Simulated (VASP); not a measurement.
# Pr2B (Pnnm) in VASP: single point with PBE

Aim: the single point of Pr2B with PBE.

Program: VASP 6.6.1. These are calculated values, not measurements. Logs are shortened: lines on timing, memory, paths and dates and some standing lists are left out, and cuts for length are marked.

## 1. The cell of the first run

Symmetry: Pnnm, No. 58, orthorhombic system. The conventional cell has a = 6.541 Å, b = 6.556 Å, c = 3.908 Å, α = 90.00°, β = 90.00°, γ = 90.00°. Within 3.6 Å of Pr (site symmetry m) lie 3 B at 2.74 to 2.76 Å. Within 3.6 Å of B (site symmetry 2/m) lie 6 Pr at 2.74 to 2.76 Å.

The cell was built from a structure type or drawn by symmetry, and may not be a known phase.

## 2. Single point, PBE

Contents of INCAR:

```
  PREC = Accurate
  ENCUT = 500
  EDIFF = 1E-6
  ISMEAR = 0
  SIGMA = 0.2
  LREAL = False
  LASPH = True
  NELM = 200
  ALGO = Normal
  ISIF = 2
  LWAVE = False
  LCHARG = False
  GGA = PE
  NBANDS = 34
  GGA_COMPAT = False
  LMAXMIX = 6
```

Contents of KPOINTS:

```
regular mesh
0
Gamma
  3 3 4
```

Contents of POSCAR:

```
Pr2B
1.0
    6.5561483674      0.0000000000      0.0000000000
    0.0000000000      6.5408504114      0.0000000000
    0.0000000000      0.0000000000      3.9080133638
Pr B
4 2
Direct
    0.2544654327      0.3325358826      0.0000000000
    0.7455345673      0.6674641174      0.0000000000
    0.7544654327      0.1674641174      0.5000000000
    0.2455345673      0.8325358826      0.5000000000
    0.0000000000      0.0000000000      0.0000000000
    0.5000000000      0.5000000000      0.5000000000
```

Potentials or basis: VASP PAW PBE potentials, release 64 (Pr_3, B), 4f in core.

Started as:

```console
cat potpaw_PBE.64/Pr_3/POTCAR potpaw_PBE.64/B/POTCAR > POTCAR
mpirun -np 1 vasp_std > vasp.out
```

OUTCAR:

```text
PREC = Accurate
   ENCUT = 500
   EDIFF = 1E-6
   ISMEAR = 0
   LREAL = False
   LASPH = True
   NELM = 200
   ISIF = 2
   GGA = PE

 ion  position               nearest neighbor table
   1  0.254  0.333  0.000-   5 2.74   6 2.76   6 2.76   4 3.81   4 3.81   4 3.81   4 3.81   2 3.89

   2  0.746  0.667  0.000-   5 2.74   6 2.76   6 2.76   3 3.81   3 3.81   3 3.81   3 3.81   1 3.89

   3  0.754  0.167  0.500-   6 2.74   5 2.76   5 2.76   2 3.81   2 3.81   2 3.81   2 3.81   4 3.89

   4  0.246  0.833  0.500-   6 2.74   5 2.76   5 2.76   1 3.81   1 3.81   1 3.81   1 3.81   3 3.89

   5  0.000  0.000  0.000-   1 2.74   2 2.74   3 2.76   4 2.76   3 2.76   4 2.76
   6  0.500  0.500  0.500-   3 2.74   4 2.74   1 2.76   2 2.76   1 2.76   2 2.76

  LATTYP: Found a simple orthorhombic cell.
 ALAT       =     3.9080133638
 B/A-ratio  =     1.6737021608
 C/A-ratio  =     1.6776166704

  Lattice vectors:

 A1 = (   0.0000000000,   0.0000000000,  -3.9080133638)
 A2 = (   0.0000000000,   6.5408504114,   0.0000000000)
 A3 = (   6.5561483674,   0.0000000000,   0.0000000000)

Analysis of symmetry for initial positions (statically):
=====================================================================
 Subroutine PRICEL returns:
 Original cell was already a primitive cell.

 Routine SETGRP: Setting up the symmetry group for a
 simple orthorhombic supercell.

 Subroutine GETGRP returns: Found  8 space group operations
 (whereof  4 operations were pure point group operations)
 out of a pool of  8 trial point group operations.

The static configuration has the point symmetry C_2h.
 The point group associated with its full space group is D_2h.

Analysis of symmetry for dynamics (positions and initial velocities):
=====================================================================
 Subroutine PRICEL returns:
 Original cell was already a primitive cell.

 Routine SETGRP: Setting up the symmetry group for a
 simple orthorhombic supercell.

 Subroutine GETGRP returns: Found  8 space group operations
 (whereof  4 operations were pure point group operations)
 out of a pool of  8 trial point group operations.

The dynamic configuration has the point symmetry C_2h.
 The point group associated with its full space group is D_2h.

 Subroutine INISYM returns: Found  8 space group operations
 (whereof  4 operations are pure point group operations),
 and found     1 'primitive' translations

----------------------------------------------------------------------------------------

                                     Primitive cell

  volume of cell :     167.5865

  direct lattice vectors                    reciprocal lattice vectors
     6.556148367  0.000000000  0.000000000     0.152528580  0.000000000  0.000000000
     0.000000000  6.540850411  0.000000000     0.000000000  0.152885319  0.000000000
     0.000000000  0.000000000  3.908013364     0.000000000  0.000000000  0.255884488

  length of vectors
     6.556148367  6.540850411  3.908013364     0.152528580  0.152885319  0.255884488

  position of ions in fractional coordinates (direct lattice)
     0.254465433  0.332535883  0.000000000
     0.745534567  0.667464117  0.000000000
     0.754465433  0.167464117  0.500000000
     0.245534567  0.832535883  0.500000000
     0.000000000  0.000000000  0.000000000
     0.500000000  0.500000000  0.500000000

  ion indices of the primitive-cell ions
   primitive index   ion index
                 1           1
                 2           2
                 3           3
                 4           4
                 5           5
                 6           6

----------------------------------------------------------------------------------------

 KPOINTS: regular mesh

Automatic generation of k-mesh.
 Grid dimensions read from file:
 generate k-points for:    3    3    4

 Generating k-lattice:

  Cartesian coordinates                     Fractional coordinates (reciprocal lattice)
     0.050842860  0.000000000  0.000000000     0.333333333  0.000000000  0.000000000
     0.000000000  0.050961773  0.000000000     0.000000000  0.333333333  0.000000000
     0.000000000  0.000000000  0.063971122     0.000000000  0.000000000  0.250000000

  Length of vectors
     0.050842860  0.050961773  0.063971122

  Shift w.r.t. Gamma in fractional coordinates (k-lattice)
     0.000000000  0.000000000  0.000000000

 Subroutine IBZKPT returns following result:
 ===========================================

 Found     12 irreducible k-points:

 Following reciprocal coordinates:
            Coordinates               Weight
  0.000000  0.000000  0.000000      1.000000
  0.333333  0.000000  0.000000      2.000000
  0.000000  0.333333  0.000000      2.000000
  0.333333  0.333333  0.000000      4.000000
  0.000000  0.000000  0.250000      2.000000
  0.333333  0.000000  0.250000      4.000000
  0.000000  0.333333  0.250000      4.000000
  0.333333  0.333333  0.250000      8.000000
  0.000000  0.000000  0.500000      1.000000
  0.333333  0.000000  0.500000      2.000000
  0.000000  0.333333  0.500000      2.000000
  0.333333  0.333333  0.500000      4.000000
   k-points           NKPTS =     12   k-points in BZ     NKDIM =     12   number of bands    NBANDS=     34
   number of dos      NEDOS =    301   number of ions     NIONS =      6
   total plane-waves  NPLWV =  69120
   dimension x,y,z NGX =    48 NGY =   48 NGZ =   30
   dimension x,y,z NGXF=    96 NGYF=   96 NGZF=   60
   ions per type =               4   2
   NGX,Y,Z   is equivalent  to a cutoff of  12.17, 12.20, 12.76 a.u.
   NGXF,Y,Z  is equivalent  to a cutoff of  24.34, 24.40, 25.52 a.u.
 SYSTEM =  unknown system
   PREC   = accura    normal or accurate (medium, high low for compatibility)
   ISTART =      0    job   : 0-new  1-cont  2-samecut
   ICHARG =      2    charge: 1-file 2-atom 10-const
   ISPIN  =      1    spin polarized calculation?
   LNONCOLLINEAR =      F non collinear calculations
   LSORBIT =      F    spin-orbit coupling
   LASPH  =      T    aspherical Exc in radial PAW
   ENCUT  =  500.0 eV  36.75 Ry    6.06 a.u.  11.95 11.93  7.13*2*pi/ulx,y,z
   NELM   =    200;   NELMIN=  2; NELMDL= -5     # of ELM steps
   EDIFF  = 0.1E-05   stopping-criterion for ELM
   LREAL  =      F    real-space projection
   EDIFFG = 0.1E-04   stopping-criterion for IOM
   NSW    =      0    number of steps for IOM
   IBRION =     -1    ionic relax: 0-MD 1-quasi-New 2-CG
   NFREE  =      0    steps in history (QN), initial steepest desc. (CG)
   ISIF   =      2    stress and relaxation
   ISYM   =      2    0-nonsym 1-usesym 2-fastsym
   POTIM  = 0.5000    time-step for ionic-motion
   TEBEG  =    0.0;   TEEND  =   0.0 temperature during run
   PSTRESS=    0.0 pullay stress
   NELECT =      50.0000    total number of electrons
   NUPDOWN=      -1.0000    fix difference up-down
   EMIN   =  10.00;   EMAX   =-10.00  energy-range for DOS
   EFERMI =   0.00;   METHOD = LEGACY
   ISMEAR =     0;   SIGMA  =   0.20  broadening in eV -4-tet -1-fermi 0-gaus
   EFERMI_NEDOS =   21; number of points for ismear=-14 and -15
   IALGO  =     38    algorithm
   IMIX   =      4    mixing-type and parameters
     AMIX     =   0.40;   BMIX     =  1.00
     AMIX_MAG =   1.60;   BMIX_MAG =  1.00
  volume/ion in A,a.u.               =      27.93       188.49
  Fermi-wavevector in a.u.,A,eV,Ry     =   1.093919  2.067207 16.281530  1.196659
  Thomas-Fermi vector in A             =   2.230214
   LORBIT       =      0    0 simple, 1 ext, 2 COOP (PROOUT), +10 PAW based schemes
   GGA     = PE    functional components
   LHFCALC =     F    Hartree Fock is set to
   AEXX    =    0.0000 exact exchange contribution
   IVDW    =     0    specifies the selected vdW correction
   LEPSILON=     F    determine dielectric tensor
   LRPA    =     F    only Hartree local field effects (RPA)
 non-spin polarized calculation
 Gauss-broadening in eV      SIGMA  =   0.20
  energy-cutoff  :      500.00
  volume of cell :      167.59
 maximum number of plane-waves:      4274
 NGX is ok and might be reduce to    48
   NGX = 23   NGY = 23   NGZ = 15

 number of electron      50.0000000 magnetization

 Free energy of the ion-electron system (eV)
  ---------------------------------------------------
  ext. energy  EPLUGINS =         0.00000000
  ---------------------------------------------------
  free energy    TOTEN  =       -31.17226121 eV

  energy without entropy =      -31.00249191  energy(sigma->0) =      -31.08737656

 E-fermi :   3.1405     XC(G=0):  -9.5633

 val. band max:        3.1259638099   @ k =   0.3333   0.3333   0.2500
 cond. band min:       3.1444599666   @ k =   0.0000   0.0000   0.0000
 fundamental gap:      0.0184961567
 Fermi energy:         3.1405456372

 k-point     1 :       0.0000    0.0000    0.0000
  band No.  band energies     occupation
      1     -32.8418      2.00000
      2     -32.7781      2.00000
      3     -32.7523      2.00000
      4     -32.7337      2.00000
      5     -15.2638      2.00000
      6     -15.1902      2.00000
[... 26 lines left out ...]
     33       5.9600      0.00000
     34       6.1466      0.00000

 k-point     2 :       0.3333    0.0000    0.0000
  band No.  band energies     occupation
      1     -32.8260      2.00000
      2     -32.7942      2.00000
      3     -32.7476      2.00000
      4     -32.7383      2.00000
      5     -15.2632      2.00000
      6     -15.2010      2.00000
[... 26 lines left out ...]
     33       6.5199      0.00000
     34       6.6444      0.00000

 k-point     3 :       0.0000    0.3333    0.0000
  band No.  band energies     occupation
      1     -32.8213      2.00000
      2     -32.7778      2.00000
      3     -32.7653      2.00000
      4     -32.7419      2.00000
      5     -15.1671      2.00000
      6     -15.0455      2.00000
[... 26 lines left out ...]
     33       5.6244      0.00000
     34       6.1636      0.00000

 k-point     4 :       0.3333    0.3333    0.0000
  band No.  band energies     occupation
      1     -32.8075      2.00000
      2     -32.7796      2.00000
      3     -32.7686      2.00000
      4     -32.7509      2.00000
      5     -15.1295      2.00000
      6     -15.0714      2.00000
[... 26 lines left out ...]
     33       5.7323      0.00000
     34       5.9278      0.00000

 k-point     5 :       0.0000    0.0000    0.2500
  band No.  band energies     occupation
      1     -32.8138      2.00000
      2     -32.7621      2.00000
      3     -32.7438      2.00000
      4     -32.7372      2.00000
      5     -15.1635      2.00000
      6     -15.0840      2.00000
[... 26 lines left out ...]
     33       6.4260      0.00000
     34       6.5408      0.00000

 k-point     6 :       0.3333    0.0000    0.2500
  band No.  band energies     occupation
      1     -32.8010      2.00000
      2     -32.7752      2.00000
      3     -32.7421      2.00000
      4     -32.7387      2.00000
      5     -15.1498      2.00000
      6     -15.0986      2.00000
[... 26 lines left out ...]
     33       5.3848      0.00000
     34       6.3074      0.00000

 k-point     7 :       0.0000    0.3333    0.2500
  band No.  band energies     occupation
      1     -32.7986      2.00000
      2     -32.7656      2.00000
      3     -32.7537      2.00000
      4     -32.7392      2.00000
      5     -15.1033      2.00000
      6     -15.0641      2.00000
[... 26 lines left out ...]
     33       5.8607      0.00000
     34       6.2884      0.00000

 k-point     8 :       0.3333    0.3333    0.2500
  band No.  band energies     occupation
      1     -32.7875      2.00000
      2     -32.7654      2.00000
      3     -32.7587      2.00000
      4     -32.7457      2.00000
      5     -15.1143      2.00000
      6     -15.1114      2.00000
[... 26 lines left out ...]
     33       5.9584      0.00000
     34       6.3240      0.00000

 k-point     9 :       0.0000    0.0000    0.5000
  band No.  band energies     occupation
      1     -32.7632      2.00000
      2     -32.7632      2.00000
      3     -32.7407      2.00000
      4     -32.7407      2.00000
      5     -15.0415      2.00000
      6     -15.0415      2.00000
[... 26 lines left out ...]
     33       6.4683      0.00000
     34       6.4685      0.00000

 k-point    10 :       0.3333    0.0000    0.5000
  band No.  band energies     occupation
      1     -32.7578      2.00000
      2     -32.7578      2.00000
      3     -32.7461      2.00000
      4     -32.7461      2.00000
      5     -15.0765      2.00000
      6     -15.0765      2.00000
[... 26 lines left out ...]
     33       5.7158      0.00000
     34       5.7158      0.00000

 k-point    11 :       0.0000    0.3333    0.5000
  band No.  band energies     occupation
      1     -32.7630      2.00000
      2     -32.7630      2.00000
      3     -32.7408      2.00000
      4     -32.7408      2.00000
      5     -15.1767      2.00000
      6     -15.1767      2.00000
[... 26 lines left out ...]
     33       7.3196      0.00000
     34       7.3197      0.00000

 k-point    12 :       0.3333    0.3333    0.5000
  band No.  band energies     occupation
      1     -32.7577      2.00000
      2     -32.7577      2.00000
      3     -32.7462      2.00000
      4     -32.7462      2.00000
      5     -15.2066      2.00000
      6     -15.2006      2.00000
[... 26 lines left out ...]
     33       6.6583      0.00000
     34       7.1505      0.00000

------------------------ aborting loop because EDIFF is reached ----------------------------------------

  FORCE on cell =-STRESS in cart. coord.  units (eV):
  Direction    XX          YY          ZZ          XY          YZ          ZX
  --------------------------------------------------------------------------------------
  -------------------------------------------------------------------------------------
  Total        0.0199228      0.3146784     -0.6672069     -0.0000000      0.0000000      0.0000000
  in kB        0.1904681      3.0084200     -6.3786985     -0.0000000      0.0000000      0.0000000
  external PRESSURE =      -1.0599368 kB  Pullay stress =       0.0000000 kB

 VOLUME and BASIS-vectors are now :
 -----------------------------------------------------------------------------
  energy-cutoff  :      500.00
  volume of cell :      167.59
      direct lattice vectors                 reciprocal lattice vectors
     6.556148367  0.000000000  0.000000000     0.152528580  0.000000000  0.000000000
     0.000000000  6.540850411  0.000000000     0.000000000  0.152885319  0.000000000
     0.000000000  0.000000000  3.908013364     0.000000000  0.000000000  0.255884488

 POSITION                                       TOTAL-FORCE (eV/Angst)
 -----------------------------------------------------------------------------------
      1.66831      2.17507      0.00000         0.013912      0.000925      0.000000
      4.88784      4.36578      0.00000        -0.013912     -0.000925      0.000000
      4.94639      1.09536      1.95401         0.013912     -0.000925     -0.000000
      1.60976      5.44549      1.95401        -0.013912      0.000925      0.000000
      0.00000      0.00000      0.00000         0.000000     -0.000000      0.000000
      3.27807      3.27043      1.95401         0.000000     -0.000000      0.000000
 -----------------------------------------------------------------------------------
    total drift:                               -0.000000      0.000000      0.000000

  FREE ENERGIE OF THE ION-ELECTRON SYSTEM (eV)
  ---------------------------------------------------
  free  energy   TOTEN  =       -31.1722612108 eV

  energy  without entropy=      -31.0024919120  energy(sigma->0) =      -31.08737656
```

Run time: 40 s. Hardware: 1 thread of Intel Xeon 6975P-C (Granite Rapids), shared host; peak memory 0.26 GiB.

Results:

- Free energy: -31.1723 eV
- Pressure: -0.1 GPa
- Largest force: 0.014 eV/Å
- Band gap on the k mesh: zero (bands 25 and 26 overlap by 0.44 eV)

Forces on the atoms (eV/Å):
```
Pr   0.014  0.001  0.000
Pr  -0.014 -0.001  0.000
Pr   0.014 -0.001  0.000
Pr  -0.014  0.001  0.000
B    0.000  0.000  0.000
B    0.000  0.000  0.000
```

Stress tensor (GPa, compression positive):
```
 0.02  0.00  0.00
 0.00  0.30  0.00
 0.00  0.00 -0.64
```

Caveat: the k points lie up to 0.40 Å⁻¹ apart; spin-orbit coupling is left out, which moves the levels of the heavy elements; the 4f electrons are frozen in the core, so they carry no moment and show no levels. Spin polarisation is off, so any magnetic state and its effect on volume and gap are missing.
